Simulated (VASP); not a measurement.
# Ru: single point with PBE

The system is Ru.

```xyz
1
Lattice="2.4636 0.0000 0.0000 -1.2318 2.1335 0.0000 0.0000 0.0000 2.2875" Properties=species:S:1:pos:R:3 pbc="T T T"
Ru    0.0000    0.0000    0.0000
```

This isn't the form of Ru at room conditions, which is hcp.

```json
{"Program": "VASP 6.6.1", "Task": "single point", "Functional": "PBE", "Potentials or basis": "VASP PAW PBE potentials, release 64 (Ru_sv)", "Cutoff": "560 eV", "k mesh": "18 × 18 × 17", "Occupations": "fermi-dirac, width 0.08 eV", "Spin": "no spin polarisation"}
```

```yaml
Pressure: 92.5 GPa
Band_gap_on_the_k_mesh: zero (bands 8 and 9 overlap by 5.04 eV)
```

Levels at points of the mesh, in eV from the Fermi level:
| k point | band 6 | band 7 | band 8 | band 9 | band 10 | band 11 |
| --- | --- | --- | --- | --- | --- | --- |
| (0.00, 0.00, 0.00) | -7.32 | -3.23 | -3.23 | 2.63 | 2.63 | 14.79 |
| (0.50, 0.00, 0.00) | -5.64 | -0.90 | 0.73 | 1.87 | 2.91 | 11.12 |

It took 26 s on 1 thread of Intel(R) Xeon(R) Platinum 8488C (Sapphire Rapids) (shared host), peak memory 0.17 GiB.

Caveat: the cell stands under pressure.
